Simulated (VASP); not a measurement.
Crystal: MoS2.

```
Mo S
1.0
     1.58000    0.91221    6.15000
    -1.58000    0.91221    6.15000
     0.00000   -1.82443    6.15000
Mo S
1 2
Direct
  0.00000 0.00000 0.00000
  0.25000 0.25000 0.25000
  0.41700 0.41700 0.41700
```

Base run:

```yaml
Program: VASP 6.6.1
Functional: PBE
Potentials_or_basis: VASP PAW PBE potentials, release 64 (Mo_sv, S)
Cutoff: 520 eV
k_mesh: 10 × 10 × 10
Occupations: fermi-dirac, width 0.1 eV
Spin: no spin polarisation
```

Its results: band gap on the k mesh 0.97 eV (least direct gap 1.96 eV); pressure 5.2 GPa; largest force 0.506 eV/Å.

Problem. After a change of settings the same cell gave: band gap on the k mesh 1.23 eV (least direct gap 2.12 eV); pressure 4.8 GPa; largest force 0.471 eV/Å. Which change was it?
A. k mesh from 10 × 10 × 10 to 8 × 8 × 8; further incar settings from ALGO = Normal; EDIFF = 1e-06; NBANDS = 20 to ALGO = Normal; EDIFF = 1e-07; NBANDS = 20
B. k mesh from 10 × 10 × 10 to 4 × 4 × 4
C. k mesh from 10 × 10 × 10 to 5 × 5 × 5; further incar settings from ALGO = Normal; EDIFF = 1e-06; NBANDS = 20 to ALGO = Normal; EDIFF = 1e-07; NBANDS = 20

Solution. B.

Caveats: some runs use coarse meshes; the cell stands under pressure (at least some runs).
